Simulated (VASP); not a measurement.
# Ba (I4/mmm) in VASP: further runs

Ba is run at these levels: PBEsol; tasks: single point.

Program: VASP 6.6.1. These are calculated values, not measurements. Logs are shortened: lines on timing, memory, paths and dates and some standing lists are left out, and cuts for length are marked.

## Step 1: The cell of the first run

It takes space group I4/mmm (No. 139, tetragonal). Conventional cell: a = 5.772 Å, b = 5.772 Å, c = 3.752 Å, α = 90.00°, β = 90.00°, γ = 90.00°. Within 4.9 Å of Ba (site symmetry 4/mmm) lie 10 Ba at 3.75 to 4.49 Å.

## Step 2: Single point, PBEsol

The input, INCAR:

```
SYSTEM = Ba
PREC = Accurate ; ENCUT = 520
EDIFF = 1E-6 ; ISMEAR = 0
SIGMA = 0.15 ; LREAL = .False.
LASPH = .True. ; NELM = 80
ALGO = Fast ; ISIF = 2
LWAVE = .False. ; LCHARG = .False.
GGA = PS ; NBANDS = 11
```

The input, KPOINTS:

```
Automatic mesh
0
Gamma
  16 16 16
  0 0 0
```

The input, POSCAR:

```
Ba
1.0
   -2.8860391832      2.8860391832      1.8759254691
    2.8860391832     -2.8860391832      1.8759254691
    2.8860391832      2.8860391832     -1.8759254691
Ba
1
Direct
    0.0000000000      0.0000000000      0.0000000000
```

Potentials or basis: VASP PAW PBE potentials, release 64 (Ba_sv).

Run with:

```console
cat potpaw_PBE.64/Ba_sv/POTCAR > POTCAR
mpirun -np 1 vasp_std > vasp.out
```

OUTCAR:

```text
SYSTEM = Ba
   PREC = Accurate
   ENCUT = 520
   EDIFF = 1E-6
   ISMEAR = 0
   LREAL = .False.
   LASPH = .True.
   NELM = 80
   ISIF = 2
   GGA = PS

 ion  position               nearest neighbor table
   1  0.000  0.000  0.000-

  LATTYP: Found a body centered tetragonal cell.
 ALAT       =     5.7720783664
 C/A-ratio  =     0.6500000000

  Lattice vectors:

 A1 = (  -2.8860391832,   2.8860391832,   1.8759254691)
 A2 = (   2.8860391832,  -2.8860391832,   1.8759254691)
 A3 = (   2.8860391832,   2.8860391832,  -1.8759254691)

Analysis of symmetry for initial positions (statically):
=====================================================================
 Subroutine PRICEL returns:
 Original cell was already a primitive cell.

 Routine SETGRP: Setting up the symmetry group for a
 body centered tetragonal supercell.

 Subroutine GETGRP returns: Found 16 space group operations
 (whereof 16 operations were pure point group operations)
 out of a pool of 16 trial point group operations.

The static configuration has the point symmetry D_4h.

Analysis of symmetry for dynamics (positions and initial velocities):
=====================================================================
 Subroutine PRICEL returns:
 Original cell was already a primitive cell.

 Routine SETGRP: Setting up the symmetry group for a
 body centered tetragonal supercell.

 Subroutine GETGRP returns: Found 16 space group operations
 (whereof 16 operations were pure point group operations)
 out of a pool of 16 trial point group operations.

The dynamic configuration has the point symmetry D_4h.

 Subroutine INISYM returns: Found 16 space group operations
 (whereof 16 operations are pure point group operations),
 and found     1 'primitive' translations

----------------------------------------------------------------------------------------

                                     Primitive cell

  volume of cell :      62.5000

  direct lattice vectors                    reciprocal lattice vectors
    -2.886039183  2.886039183  1.875925469     0.000000000  0.173247821  0.266535109
     2.886039183 -2.886039183  1.875925469     0.173247821  0.000000000  0.266535109
     2.886039183  2.886039183 -1.875925469     0.173247821  0.173247821  0.000000000

  length of vectors
     4.491941752  4.491941752  4.491941752     0.317892705  0.317892705  0.245009418

  position of ions in fractional coordinates (direct lattice)
     0.000000000  0.000000000  0.000000000

  ion indices of the primitive-cell ions
   primitive index   ion index
                 1           1

----------------------------------------------------------------------------------------

 KPOINTS: Automatic mesh

Automatic generation of k-mesh.
 Grid dimensions read from file:
 generate k-points for:   16   16   16

 Generating k-lattice:

  Cartesian coordinates                     Fractional coordinates (reciprocal lattice)
     0.000000000  0.010827989  0.016658444     0.062500000  0.000000000  0.000000000
     0.010827989  0.000000000  0.016658444     0.000000000  0.062500000  0.000000000
     0.010827989  0.010827989  0.000000000     0.000000000  0.000000000  0.062500000

  Length of vectors
     0.019868294  0.019868294  0.015313089

  Shift w.r.t. Gamma in fractional coordinates (k-lattice)
     0.000000000  0.000000000  0.000000000

 Subroutine IBZKPT returns following result:
 ===========================================

 Found    349 irreducible k-points:

 Following reciprocal coordinates:
            Coordinates               Weight
  0.000000  0.000000  0.000000      1.000000
  0.062500  0.000000  0.000000      8.000000
  0.125000  0.000000  0.000000      8.000000
  0.187500  0.000000 -0.000000      8.000000
  0.250000  0.000000  0.000000      8.000000
  0.312500  0.000000 -0.000000      8.000000
[... 16 lines left out ...]
 -0.125000  0.062500  0.000000     16.000000
 -0.062500  0.062500  0.000000      4.000000
 [... further k-points ...]
   k-points           NKPTS =    349   k-points in BZ     NKDIM =    349   number of bands    NBANDS=     11
   number of dos      NEDOS =    301   number of ions     NIONS =      1
   total plane-waves  NPLWV =  46656
   dimension x,y,z NGX =    36 NGY =   36 NGZ =   36
   dimension x,y,z NGXF=    72 NGYF=   72 NGZF=   72
   ions per type =               1
   NGX,Y,Z   is equivalent  to a cutoff of  13.32, 13.32, 13.32 a.u.
   NGXF,Y,Z  is equivalent  to a cutoff of  26.65, 26.65, 26.65 a.u.
 SYSTEM =  Ba
   PREC   = accura    normal or accurate (medium, high low for compatibility)
   ISTART =      0    job   : 0-new  1-cont  2-samecut
   ICHARG =      2    charge: 1-file 2-atom 10-const
   ISPIN  =      1    spin polarized calculation?
   LNONCOLLINEAR =      F non collinear calculations
   LSORBIT =      F    spin-orbit coupling
   LASPH  =      T    aspherical Exc in radial PAW
   ENCUT  =  520.0 eV  38.22 Ry    6.18 a.u.   8.35  8.35  8.35*2*pi/ulx,y,z
   NELM   =     80;   NELMIN=  2; NELMDL= -5     # of ELM steps
   EDIFF  = 0.1E-05   stopping-criterion for ELM
   LREAL  =      F    real-space projection
   EDIFFG = 0.1E-04   stopping-criterion for IOM
   NSW    =      0    number of steps for IOM
   IBRION =     -1    ionic relax: 0-MD 1-quasi-New 2-CG
   NFREE  =      0    steps in history (QN), initial steepest desc. (CG)
   ISIF   =      2    stress and relaxation
   ISYM   =      2    0-nonsym 1-usesym 2-fastsym
   POTIM  = 0.5000    time-step for ionic-motion
   TEBEG  =    0.0;   TEEND  =   0.0 temperature during run
   PSTRESS=    0.0 pullay stress
   NELECT =      10.0000    total number of electrons
   NUPDOWN=      -1.0000    fix difference up-down
   EMIN   =  10.00;   EMAX   =-10.00  energy-range for DOS
   EFERMI =   0.00;   METHOD = LEGACY
   ISMEAR =     0;   SIGMA  =   0.15  broadening in eV -4-tet -1-fermi 0-gaus
   EFERMI_NEDOS =   21; number of points for ismear=-14 and -15
   IALGO  =     68    algorithm
   IMIX   =      4    mixing-type and parameters
     AMIX     =   0.40;   BMIX     =  1.00
     AMIX_MAG =   1.60;   BMIX_MAG =  1.00
  volume/ion in A,a.u.               =      62.50       421.77
  Fermi-wavevector in a.u.,A,eV,Ry     =   0.888754  1.679501 10.747016  0.789883
  Thomas-Fermi vector in A             =   2.010225
   LORBIT       =      0    0 simple, 1 ext, 2 COOP (PROOUT), +10 PAW based schemes
   GGA     = PS    functional components
   LHFCALC =     F    Hartree Fock is set to
   AEXX    =    0.0000 exact exchange contribution
   IVDW    =     0    specifies the selected vdW correction
   LEPSILON=     F    determine dielectric tensor
   LRPA    =     F    only Hartree local field effects (RPA)
 non-spin polarized calculation
 RMM-DIIS sequential band-by-band and
 Gauss-broadening in eV      SIGMA  =   0.15
  energy-cutoff  :      520.00
  volume of cell :       62.50
 maximum number of plane-waves:      1702
 NGX is ok and might be reduce to    36

 number of electron      10.0000000 magnetization

 Free energy of the ion-electron system (eV)
  ---------------------------------------------------
  ext. energy  EPLUGINS =         0.00000000
  ---------------------------------------------------
  free energy    TOTEN  =        -1.88835911 eV

  energy without entropy =       -1.86660250  energy(sigma->0) =       -1.87748080

 E-fermi :   1.5170     XC(G=0):  -7.5055

 val. band max:        1.5164213364   @ k =  -0.4375   0.5000   0.1875
 cond. band min:       1.5207006907   @ k =  -0.3750  -0.4375   0.1250
 fundamental gap:      0.0042793543
 Fermi energy:         1.5169536251

 k-point     1 :       0.0000    0.0000    0.0000
  band No.  band energies     occupation
      1     -27.4311      2.00000
      2     -12.3939      2.00000
      3     -12.3939      2.00000
      4     -12.0506      2.00000
      5      -1.1508      2.00000
      6       1.9645      0.00002
      7       2.4487      0.00000
      8       5.2462      0.00000
      9       5.2462      0.00000
     10       5.7352      0.00000
     11       7.8703      0.00000

 k-point     2 :       0.0625    0.0000    0.0000
  band No.  band energies     occupation
      1     -27.4262      2.00000
      2     -12.3958      2.00000
      3     -12.3949      2.00000
      4     -12.0985      2.00000
      5      -1.0522      2.00000
      6       2.0106      0.00000
      7       2.5515      0.00000
      8       4.9753      0.00000
      9       4.9889      0.00000
     10       5.6629      0.00000
     11       8.2039      0.00000

 k-point     3 :       0.1250    0.0000    0.0000
  band No.  band energies     occupation
      1     -27.4123      2.00000
      2     -12.4035      2.00000
      3     -12.3976      2.00000
      4     -12.2292      2.00000
      5      -0.7721      2.00000
      6       2.1299      0.00000
      7       2.8387      0.00000
      8       4.4359      0.00000
      9       4.4888      0.00000
     10       5.5054      0.00000
     11       8.7576      0.00000

 k-point     4 :       0.1875    0.0000   -0.0000
  band No.  band energies     occupation
      1     -27.3912      2.00000
      2     -12.4615      2.00000
      3     -12.4016      2.00000
      4     -12.3697      2.00000
      5      -0.3559      2.00000
      6       2.2456      0.00000
      7       3.1546      0.00000
      8       4.0765      0.00000
      9       4.0871      0.00000
     10       5.2959      0.00000
     11       8.7132      0.00000

 k-point     5 :       0.2500    0.0000    0.0000
  band No.  band energies     occupation
      1     -27.3662      2.00000
      2     -12.6590      2.00000
      3     -12.4062      2.00000
      4     -12.3946      2.00000
      5       0.1186      2.00000
      6       2.2129      0.00000
      7       3.0790      0.00000
      8       4.0226      0.00000
      9       4.4336      0.00000
     10       5.0688      0.00000
     11       8.2073      0.00000
[... 211 lines left out ...]
 k-point    21 :      -0.2500    0.0625    0.0000
  band No.  band energies     occupation
      1     -27.3883      2.00000
      2     -12.4941      2.00000
      3     -12.4142      2.00000
      4     -12.3709      2.00000
      5      -0.1750      2.00000
      6       2.2293      0.00000
      7       3.0326      0.00000
      8       4.0189      0.00000
      9       4.5061      0.00000
     10       5.1257      0.00000
     11       8.4467      0.00000

 k-point    22 :      -0.1875    0.0625   -0.0000
  band No.  band energies     occupation
      1     -27.4097      2.00000
      2     -12.4442      2.00000
      3     -12.3967      2.00000
      4     -12.2307      2.00000
      5      -0.6206      2.00000
      6       2.1597      0.00000
      7       2.7578      0.00000
      8       4.3788      0.00000
      9       4.7179      0.00000
     10       5.3425      0.00000
     11       8.5271      0.00000

 k-point    23 :      -0.1250    0.0625    0.0000
  band No.  band energies     occupation
      1     -27.4244      2.00000
      2     -12.4257      2.00000
      3     -12.3929      2.00000
      4     -12.1012      2.00000
      5      -0.9459      2.00000
      6       2.0498      0.00000
      7       2.5067      0.00000
      8       4.9232      0.00000
      9       5.0991      0.00000
     10       5.5054      0.00000
     11       8.1658      0.00000

 k-point    24 :      -0.0625    0.0625    0.0000
  band No.  band energies     occupation
      1     -27.4302      2.00000
      2     -12.4095      2.00000
      3     -12.3926      2.00000
      4     -12.0522      2.00000
      5      -1.0965      2.00000
      6       1.9877      0.00001
      7       2.4270      0.00000
      8       5.2299      0.00000
      9       5.2915      0.00000
     10       5.6178      0.00000
     11       7.8685      0.00000

 [... further k-points ...]

------------------------ aborting loop because EDIFF is reached ----------------------------------------

  FORCE on cell =-STRESS in cart. coord.  units (eV):
  Direction    XX          YY          ZZ          XY          YZ          ZX
  --------------------------------------------------------------------------------------
  -------------------------------------------------------------------------------------
  Total       -0.8139205     -0.8139205      1.6595081      0.0000000      0.0000000      0.0000000
  in kB      -20.8647203    -20.8647203     42.5412202      0.0000000      0.0000000      0.0000000
  external PRESSURE =       0.2705932 kB  Pullay stress =       0.0000000 kB

 VOLUME and BASIS-vectors are now :
 -----------------------------------------------------------------------------
  energy-cutoff  :      520.00
  volume of cell :       62.50
      direct lattice vectors                 reciprocal lattice vectors
    -2.886039183  2.886039183  1.875925469     0.000000000  0.173247821  0.266535109
     2.886039183 -2.886039183  1.875925469     0.173247821  0.000000000  0.266535109
     2.886039183  2.886039183 -1.875925469     0.173247821  0.173247821  0.000000000

 POSITION                                       TOTAL-FORCE (eV/Angst)
 -----------------------------------------------------------------------------------
      0.00000      0.00000      0.00000        -0.000000      0.000000     -0.000000
 -----------------------------------------------------------------------------------
    total drift:                               -0.000000      0.000000      0.000000

  FREE ENERGIE OF THE ION-ELECTRON SYSTEM (eV)
  ---------------------------------------------------
  free  energy   TOTEN  =        -1.8883591138 eV

  energy  without entropy=       -1.8666024951  energy(sigma->0) =       -1.87748080
```

Run time: 2.8 min. Hardware: 1 thread of Intel Xeon Platinum 8259CL at 2.50GHz (Skylake/Cascade Lake), shared host; peak memory 0.39 GiB.

What came out:

- Free energy: -1.8884 eV
- Pressure: 0.0 GPa
- Band gap on the k mesh: zero (band 5 reaches 2.13 eV, above the bottom of band 6 at 1.06 eV)

Caveat: the PAW data sets were made with another functional, which shifts forces and pressure a little; spin-orbit coupling is left out, which moves the levels of the heavy elements.

## Step 3: Single point, PBEsol

The input, INCAR:

```
SYSTEM = Ba
ALGO     = Fast           ! electronic algorithm
EDIFF    = 1E-6           ! SCF threshold, eV
ENCUT    = 520            ! plane-wave cutoff, eV
GGA      = PS             ! functional
ISIF     = 2              ! what is computed and relaxed
ISMEAR   = 0              ! smearing method
LASPH    = .TRUE.         ! aspherical terms in the spheres
LCHARG   = .FALSE.        ! write CHGCAR
LREAL    = .FALSE.        ! projectors in reciprocal space
LWAVE    = .FALSE.        ! write WAVECAR
NBANDS   = 11             ! bands
NELM     = 100            ! most SCF steps
PREC     = Accurate       ! precision mode
SIGMA    = 0.15           ! smearing width, eV
```

The input, KPOINTS:

```
k-points
0
G
  16 16 16
  0 0 0
```

The input, POSCAR:

```
Ba
1.0
   -2.1839511618      2.1839511618      3.2759267428
    2.1839511618     -2.1839511618      3.2759267428
    2.1839511618      2.1839511618     -3.2759267428
Ba
1
Direct
    0.0000000000      0.0000000000      0.0000000000
```

Potentials or basis: VASP PAW PBE potentials, release 64 (Ba_sv).

Run with:

```console
cat potpaw_PBE.64/Ba_sv/POTCAR > POTCAR
mpirun -np 1 vasp_std > vasp.out
```

Run time: 2.8 min. Hardware: 1 thread of Intel Xeon Platinum 8259CL at 2.50GHz (Skylake/Cascade Lake), shared host; peak memory 0.38 GiB.

The run converged. Its results:

```yaml
Free_energy: -2.1338 eV
Pressure: -0.5 GPa
Band_gap_on_the_k_mesh: zero (band 5 reaches 1.76 eV, above the bottom of band 6 at 1.38 eV)
```

Stress tensor (GPa, compression positive):
```
-0.38  0.00  0.00
 0.00 -0.38  0.00
 0.00  0.00 -0.62
```

Levels at points of the mesh, in eV from the Fermi level:
```
           k point  band 3  band 4  band 5  band 6  band 7  band 8
(0.00, 0.00, 0.00)  -13.79  -13.79   -2.82    1.55    1.89    1.89
(0.50, 0.00, 0.00)  -13.88  -13.84   -0.98    1.09    1.43    1.83
(0.50, 0.50, 0.00)  -14.01  -13.95   -0.82   -0.22    2.25    4.51
(0.50, 0.50, 0.50)  -13.94  -13.94   -0.87   -0.13    1.77    4.64
```

Caveat: the PAW data sets were made with another functional, which shifts forces and pressure a little; spin-orbit coupling is left out, which moves the levels of the heavy elements.

## Step 4: Single point, PBEsol

This run uses another cell than the first one, of the same volume but with other edges.

The input, INCAR:

```
SYSTEM = Ba
PREC = Accurate ; ENCUT = 520
EDIFF = 1E-6 ; ISMEAR = 0
SIGMA = 0.15 ; LREAL = .False.
LASPH = .True. ; NELM = 60
ALGO = Fast ; ISIF = 2
LWAVE = .False. ; LCHARG = .False.
GGA = PS ; NBANDS = 11
```

The input, KPOINTS:

```
Automatic mesh
0
Gamma
  16 16 16
  0 0 0
```

The input, POSCAR:

```
Ba
1.0
   -2.4596703670      2.4596703670      2.5826538854
    2.4596703670     -2.4596703670      2.5826538854
    2.4596703670      2.4596703670     -2.5826538854
Ba
1
Direct
    0.0000000000      0.0000000000      0.0000000000
```

Run with:

```console
cat potpaw_PBE.64/Ba_sv/POTCAR > POTCAR
mpirun -np 1 vasp_std > vasp.out
```

Wall time 91 s (1 thread of Intel Xeon Platinum 8259CL at 2.50GHz (Skylake/Cascade Lake), shared host); peak memory 0.36 GiB.

It converged, with:

```yaml
Free_energy: -2.1476 eV
Pressure: -0.5 GPa
Band_gap_on_the_k_mesh: zero (band 5 reaches 2.00 eV, above the bottom of band 6 at 1.06 eV)
```

Stress tensor (GPa, compression positive):
```
-0.47  0.00  0.00
 0.00 -0.47  0.00
 0.00  0.00 -0.65
```

Levels at points of the mesh, in eV from the Fermi level:
| k point | band 2 | band 3 | band 4 | band 5 | band 6 | band 7 | band 8 | band 9 |
| --- | --- | --- | --- | --- | --- | --- | --- | --- |
| (0.00, 0.00, 0.00) | -13.77 | -13.77 | -13.77 | -2.77 | 1.74 | 1.74 | 2.02 | 3.05 |
| (0.50, 0.00, 0.00) | -14.25 | -13.92 | -13.77 | -0.92 | 0.78 | 1.24 | 3.03 | 3.82 |
| (0.50, 0.50, 0.00) | -14.24 | -13.94 | -13.79 | -0.89 | 0.48 | 1.39 | 3.49 | 3.96 |
| (0.50, 0.50, 0.50) | -14.13 | -14.08 | -14.08 | -0.59 | -0.51 | 4.02 | 4.56 | 4.56 |

Caveat: the PAW data sets were made with another functional, which shifts forces and pressure a little; spin-orbit coupling is left out, which moves the levels of the heavy elements.

## Step 5: Overview

```csv
cell,gap on the mesh (eV),pressure (GPa)
"a = 4.492 Å, angles 100.0, 100.0, 130.6°, 1 atom",none,0.0
"a = 4.502 Å, angles 122.0, 122.0, 86.6°, 1 atom",none,-0.5
"a = 4.332 Å, angles 110.8, 110.8, 106.8°, 1 atom",none,-0.5
```

Alike in all rows: task single point; level PBEsol; potentials or basis VASP PAW PBE potentials, release 64 (Ba_sv); no spin polarisation; k mesh 16 × 16 × 16; cutoff (eV) 520; smearing gaussian 0.15 eV.

Caveats: the PAW data sets were made with another functional, which shifts forces and pressure a little; spin-orbit coupling is left out, which moves the levels of the heavy elements.

Total energies depend on the potentials used, so only differences within one code and one set of settings carry meaning.
